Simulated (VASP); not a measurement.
# Ag (Fm-3m) in VASP: a series of runs, part 2 of 2

VASP 6.6.1. Earlier steps stand in the parts before.

## 4. Relaxation of cell and atoms, PBE

Contents of INCAR:

```
SYSTEM = Ag
PREC = Accurate ; ENCUT = 600
EDIFF = 1E-6 ; ISMEAR = 0
SIGMA = 0.1 ; LREAL = .FALSE.
LASPH = .TRUE. ; NELM = 80
ALGO = Fast ; ISIF = 3
LWAVE = .FALSE. ; LCHARG = .FALSE.
GGA = PE ; IBRION = 2
NSW = 100 ; EDIFFG = -0.005
```

Contents of KPOINTS:

```
regular mesh
0
G
  18 18 18
  0 0 0
```

Contents of POSCAR:

```
Ag
1.0
    0.0000000000      2.0521781806      2.0521781806
    2.0521781806      0.0000000000      2.0521781806
    2.0521781806      2.0521781806      0.0000000000
Ag
1
Direct
    0.0000000000      0.0000000000      0.0000000000
```

Potentials or basis: VASP PAW PBE potentials, release 64 (Ag).

Command:

```bash
$ cat potpaw_PBE.64/Ag/POTCAR > POTCAR
$ mpirun -np 1 vasp_std > vasp.out
```

OUTCAR:

```text
SYSTEM = Ag
   PREC = Accurate
   ENCUT = 600
   EDIFF = 1E-6
   ISMEAR = 0
   LREAL = .FALSE.
   LASPH = .TRUE.
   NELM = 80
   ISIF = 3
   GGA = PE
   IBRION = 2
   NSW = 100
   EDIFFG = -0.005

 ion  position               nearest neighbor table
   1  0.000  0.000  0.000-

  LATTYP: Found a face centered cubic cell.
 ALAT       =     4.1043563612

  Lattice vectors:

 A1 = (   0.0000000000,   2.0521781806,   2.0521781806)
 A2 = (   2.0521781806,   0.0000000000,   2.0521781806)
 A3 = (   2.0521781806,   2.0521781806,   0.0000000000)

Analysis of symmetry for initial positions (statically):
=====================================================================
 Subroutine PRICEL returns:
 Original cell was already a primitive cell.

 Routine SETGRP: Setting up the symmetry group for a
 face centered cubic supercell.

 Subroutine GETGRP returns: Found 48 space group operations
 (whereof 48 operations were pure point group operations)
 out of a pool of 48 trial point group operations.

The static configuration has the point symmetry O_h .

Analysis of symmetry for dynamics (positions and initial velocities):
=====================================================================
 Subroutine PRICEL returns:
 Original cell was already a primitive cell.

 Routine SETGRP: Setting up the symmetry group for a
 face centered cubic supercell.

 Subroutine GETGRP returns: Found 48 space group operations
 (whereof 48 operations were pure point group operations)
 out of a pool of 48 trial point group operations.

The dynamic configuration has the point symmetry O_h .

 Subroutine INISYM returns: Found 48 space group operations
 (whereof 48 operations are pure point group operations),
 and found     1 'primitive' translations

[... 141 lines left out ...]

  energy without entropy =       -2.71459037  energy(sigma->0) =       -2.71508987

------------------------ aborting loop because EDIFF is reached ----------------------------------------

  FORCE on cell =-STRESS in cart. coord.  units (eV):
  Direction    XX          YY          ZZ          XY          YZ          ZX
  --------------------------------------------------------------------------------------
  -------------------------------------------------------------------------------------
  Total        0.3323728      0.3323728      0.3323728      0.0000000     -0.0000000     -0.0000000
  in kB       30.8078169     30.8078169     30.8078169      0.0000000     -0.0000000     -0.0000000
  external PRESSURE =      30.8078169 kB  Pullay stress =       0.0000000 kB
[... 86 lines left out ...]
  FREE ENERGIE OF THE ION-ELECTRON SYSTEM (eV)
  ---------------------------------------------------
  free  energy   TOTEN  =        -2.7202327898 eV

  energy  without entropy=       -2.7191530711  energy(sigma->0) =       -2.71969293

[... ionic steps 4 to 12 ...]

--------------------------------------- Ionic step       13  -------------------------------------------

 number of electron      11.0000000 magnetization

------------------------ aborting loop because EDIFF is reached ----------------------------------------
[... 65 lines left out ...]
--------------------------------------- Ionic step       15  -------------------------------------------

 number of electron      11.0000000 magnetization

 Free energy of the ion-electron system (eV)
  ---------------------------------------------------
  ext. energy  EPLUGINS =         0.00000000
  ---------------------------------------------------
  free energy    TOTEN  =        -2.72023261 eV

  energy without entropy =       -2.71915396  energy(sigma->0) =       -2.71969329

 E-fermi :   7.8153     XC(G=0): -11.9552

 val. band max:        7.7847784313   @ k =   0.5000   0.1667   0.0556
 cond. band min:       7.9260546286   @ k =   0.5000   0.3333   0.1111
 fundamental gap:      0.1412761973
 Fermi energy:         7.8152629936

 k-point     1 :       0.0000    0.0000    0.0000
  band No.  band energies     occupation
      1       0.3896      2.00000
      2       3.1911      2.00000
      3       3.1911      2.00000
      4       3.1911      2.00000
      5       4.1488      2.00000
      6       4.1488      2.00000
      7      23.7716      0.00000
      8      27.0959      0.00000
      9      27.0959      0.00000
[... 265 lines left out ...]
 k-point    24 :      -0.2222    0.0556    0.0000
  band No.  band energies     occupation
      1       1.7519      2.00000
      2       3.2155      2.00000
      3       3.4191      2.00000
      4       3.4458      2.00000
      5       4.1075      2.00000
      6       4.4512      2.00000
      7      19.0834      0.00000
      8      23.8355      0.00000
      9      26.0554      0.00000

 [... further k-points ...]

------------------------ aborting loop because EDIFF is reached ----------------------------------------

  FORCE on cell =-STRESS in cart. coord.  units (eV):
  Direction    XX          YY          ZZ          XY          YZ          ZX
  --------------------------------------------------------------------------------------
  -------------------------------------------------------------------------------------
  Total        0.0028021      0.0028021      0.0028021      0.0000000     -0.0000000      0.0000000
  in kB        0.2522304      0.2522304      0.2522304      0.0000000     -0.0000000      0.0000000
  external PRESSURE =       0.2522304 kB  Pullay stress =       0.0000000 kB
[... 16 lines left out ...]
  FREE ENERGIE OF THE ION-ELECTRON SYSTEM (eV)
  ---------------------------------------------------
  free  energy   TOTEN  =        -2.7202326118 eV

  energy  without entropy=       -2.7191539593  energy(sigma->0) =       -2.71969329

 reached required accuracy - stopping structural energy minimisation
```

OSZICAR:

```text
N       E                     dE             d eps       ncg     rms          rms(c)
DAV:   1     0.500662760817E+02    0.50066E+02   -0.62559E+03  3550   0.124E+03
DAV:   2    -0.254924807251E+01   -0.52616E+02   -0.50581E+02  3605   0.222E+02
DAV:   3    -0.296514924681E+01   -0.41590E+00   -0.41565E+00  4158   0.244E+01
DAV:   4    -0.296598989390E+01   -0.84065E-03   -0.84063E-03  4039   0.102E+00
[... 78 lines left out ...]
RMM:   2    -0.272023221307E+01    0.37957E-06   -0.96274E-07  1755   0.112E-02
  14 F= -.27202322E+01 E0= -.27196931E+01  d E =-.498769E-06
       N       E                     dE             d eps       ncg     rms          rms(c)
DAV:   1    -0.272023442885E+01   -0.18362E-05   -0.32465E-05  3548   0.701E-02    0.858E-03
RMM:   2    -0.272023276947E+01    0.16594E-05   -0.38551E-06  2593   0.224E-02    0.316E-03
RMM:   3    -0.272023261184E+01    0.15763E-06   -0.74910E-08  1726   0.361E-03
  15 F= -.27202326E+01 E0= -.27196933E+01  d E =-.897546E-06
```

CONTCAR:

```text
Ag
   1.00000000000000
    -0.0000000000000000    2.0723131864769364    2.0723131864769364
     2.0723131864769364   -0.0000000000000000    2.0723131864769364
     2.0723131864769364    2.0723131864769364   -0.0000000000000000
  Ag
     1
Direct
     0.0000000000000000    0.0000000000000000    0.0000000000000000

  0.00000000E+00  0.00000000E+00  0.00000000E+00
```

It took 2 min on 1 thread of Intel Xeon Platinum 8375C at 2.90GHz (Ice Lake), shared host; peak memory 0.18 GiB.

Results:

| Item | Value |
| --- | --- |
| Free energy | -2.7202 eV |
| Relaxed volume | 17.80 Å³/atom |
| Relaxed cell | a = 2.931 Å, b = 2.931 Å, c = 2.931 Å, α = 60.00°, β = 60.00°, γ = 60.00° |
| Space group after relaxing (to 0.1 Å) | Fm-3m (No. 225) |
| Energy gained by relaxing | 4.6 meV/atom |
| Ionic steps | 15 |
| Pressure after relaxing | 0.0 GPa |
| Band gap on the k mesh | zero (an odd number of electrons rules out a gap without spin polarisation) |

The path:
```tsv
step	energy change (eV)	largest force (eV/Å)	pressure (GPa)	volume (Å³)
1	0.0000	0.0000	3.08	17.29
2	-0.0030	0.0000	-1.97	18.13
3	-0.0046	0.0000	-0.12	17.80
4	-0.0046	0.0000	0.11	17.78
5	-0.0046	0.0000	0.06	17.79
6	-0.0046	0.0000	0.06	17.79
7	-0.0046	0.0000	0.06	17.80
8	-0.0046	0.0000	0.05	17.80
9	-0.0046	0.0000	0.05	17.80
10	-0.0046	0.0000	0.06	17.80
11	-0.0046	0.0000	0.06	17.80
12	-0.0046	0.0000	0.05	17.80
13	-0.0046	0.0000	0.05	17.80
14	-0.0046	0.0000	0.05	17.80
15	-0.0046	0.0000	0.03	17.80
```

Final structure:
```yaml
crystal:
  lattice:
    - [0.00000, 2.07231, 2.07231]
    - [2.07231, 0.00000, 2.07231]
    - [2.07231, 2.07231, 0.00000]
  atoms:
    - { symbol: Ag, position: [0.00000, 0.00000, 0.00000] }
```

## 5. Single point, PBE (equal strain along all axes, cell held: -4.5 %)

Contents of INCAR:

```
ALGO = Fast
EDIFF = 1E-7
ENCUT = 520
GGA = PE
ISIF = 2
ISMEAR = 0
LASPH = T
LCHARG = T
LELF = T
LREAL = F
LVHAR = T
LWAVE = F
NBANDS = 18
NELM = 80
PREC = Accurate
SIGMA = 0.1
```

Contents of KPOINTS:

```
k-points
0
Gamma
  18 18 12
```

Contents of POSCAR:

```
Ag
1.0
    1.9804304026      1.9804304026      0.0000000000
   -1.9804304026      1.9804304026      0.0000000000
    0.0000000000      0.0000000000      3.9608608052
Ag
2
Direct
    0.0000000000      0.0000000000      0.0000000000
    0.5000000000      0.5000000000      0.5000000000
```

Potentials or basis: VASP PAW PBE potentials, release 64 (Ag).

Command:

```bash
$ cat potpaw_PBE.64/Ag/POTCAR > POTCAR
$ mpirun -np 1 vasp_std > vasp.out
```

OUTCAR:

```text
EDIFF = 1E-7
   ENCUT = 520
   GGA = PE
   ISIF = 2
   ISMEAR = 0
   LASPH = T
   LREAL = F
   NELM = 80
   PREC = Accurate

 ion  position               nearest neighbor table
   1  0.000  0.000  0.000-   2 2.80   2 2.80   2 2.80   2 2.80   2 2.80   2 2.80   2 2.80   2 2.80

   2  0.500  0.500  0.500-   1 2.80   1 2.80   1 2.80   1 2.80   1 2.80   1 2.80   1 2.80   1 2.80

  LATTYP: Found a simple tetragonal cell.
 ALAT       =     2.8007515347
 C/A-ratio  =     1.4142135624

[... 712 lines left out ...]

------------------------ aborting loop because EDIFF is reached ----------------------------------------

  FORCE on cell =-STRESS in cart. coord.  units (eV):
  Direction    XX          YY          ZZ          XY          YZ          ZX
  --------------------------------------------------------------------------------------
  -------------------------------------------------------------------------------------
  Total        3.6116493      3.6116493      3.5511265      0.0000000      0.0000000      0.0000000
  in kB      186.2419073    186.2419073    183.1209283      0.0000000      0.0000000      0.0000000
  external PRESSURE =     185.2015810 kB  Pullay stress =       0.0000000 kB

 VOLUME and BASIS-vectors are now :
 -----------------------------------------------------------------------------
  energy-cutoff  :      520.00
  volume of cell :       31.07
      direct lattice vectors                 reciprocal lattice vectors
     1.980430403  1.980430403  0.000000000     0.252470372  0.252470372  0.000000000
    -1.980430403  1.980430403  0.000000000    -0.252470372  0.252470372  0.000000000
     0.000000000  0.000000000  3.960860805     0.000000000  0.000000000  0.252470372

 POSITION                                       TOTAL-FORCE (eV/Angst)
 -----------------------------------------------------------------------------------
      0.00000      0.00000      0.00000         0.000000     -0.000000     -0.000000
      0.00000      1.98043      1.98043        -0.000000      0.000000      0.000000
 -----------------------------------------------------------------------------------
    total drift:                               -0.000000      0.000000     -0.000000

  FREE ENERGIE OF THE ION-ELECTRON SYSTEM (eV)
  ---------------------------------------------------
  free  energy   TOTEN  =        -5.2085358483 eV

  energy  without entropy=       -5.2057046534  energy(sigma->0) =       -5.20712025
```

OSZICAR:

```text
N       E                     dE             d eps       ncg     rms          rms(c)
DAV:   1     0.130452834841E+03    0.13045E+03   -0.11574E+04 13972   0.121E+03
DAV:   2    -0.354317854521E+01   -0.13400E+03   -0.12779E+03 14496   0.276E+02
DAV:   3    -0.576281838974E+01   -0.22196E+01   -0.22120E+01 15930   0.400E+01
DAV:   4    -0.577053794698E+01   -0.77196E-02   -0.77188E-02 15162   0.232E+00
DAV:   5    -0.577060527797E+01   -0.67331E-04   -0.67332E-04 15094   0.223E-01    0.961E+00
RMM:   6    -0.524234947734E+01    0.52826E+00   -0.10608E+00 13900   0.856E+00    0.590E+00
RMM:   7    -0.521542553726E+01    0.26924E-01   -0.35492E-02 14562   0.187E+00    0.303E+00
RMM:   8    -0.520854858371E+01    0.68770E-02   -0.38368E-03 14648   0.542E-01    0.258E-01
RMM:   9    -0.520853281087E+01    0.15773E-04   -0.46744E-04 15425   0.188E-01    0.113E-01
RMM:  10    -0.520853322920E+01   -0.41833E-06   -0.70479E-05 15137   0.666E-02    0.591E-02
RMM:  11    -0.520853547198E+01   -0.22428E-05   -0.17780E-05 15216   0.243E-02    0.176E-02
RMM:  12    -0.520853524932E+01    0.22267E-06   -0.17732E-06 15033   0.979E-03    0.112E-02
RMM:  13    -0.520853568607E+01   -0.43676E-06   -0.47422E-07 12380   0.484E-03    0.177E-03
RMM:  14    -0.520853580268E+01   -0.11661E-06   -0.61431E-08  9338   0.172E-03    0.126E-03
RMM:  15    -0.520853584830E+01   -0.45617E-07   -0.28173E-08  8464   0.132E-03
   1 F= -.52085358E+01 E0= -.52071203E+01  d E =-.283119E-02
```

Wall time 2.9 min (1 thread of Intel Xeon Platinum 8375C at 2.90GHz (Ice Lake), shared host); peak memory 0.29 GiB.

What came out:

```
Free energy            : -5.2085 eV
Pressure               : 18.5 GPa
Band gap on the k mesh : zero (bands 11 and 12 overlap by 9.86 eV)
```

Caveat: the cell differs from its parent crystal (equal strain along all axes, cell held: -4.5 %); the cell stands under pressure.

## 6. Overview

```csv
task,cell,k mesh,cutoff (eV),gap on the mesh (eV),pressure (GPa)
single point,"a = 2.902 Å, angles 60.0°, 1 atom, atomic positions A",8 × 8 × 8,520,none,3.5
single point,"a = 2.933 Å, angles 60.0°, 1 atom, atomic positions A",18 × 18 × 18,520,none,-0.1
relaxation of cell and atoms,"relaxed from a = 2.902 Å, angles 60.0°, 1 atom, atomic positions A",18 × 18 × 18,600,none,0.0
single point,"a = 2.801, b = 2.801, c = 3.961 Å, 2 atoms, atomic positions B",18 × 18 × 12,520,none,18.5
```

Alike in all rows: level PBE; potentials or basis VASP PAW PBE potentials, release 64 (Ag); no spin polarisation; smearing gaussian 0.1 eV.

Caveats: the cell stands under pressure (at least some runs).

Absolute energies hang on the potentials; compare differences alone.

The gap in the log of VASP goes by the Fermi energy; the results here count the filled bands.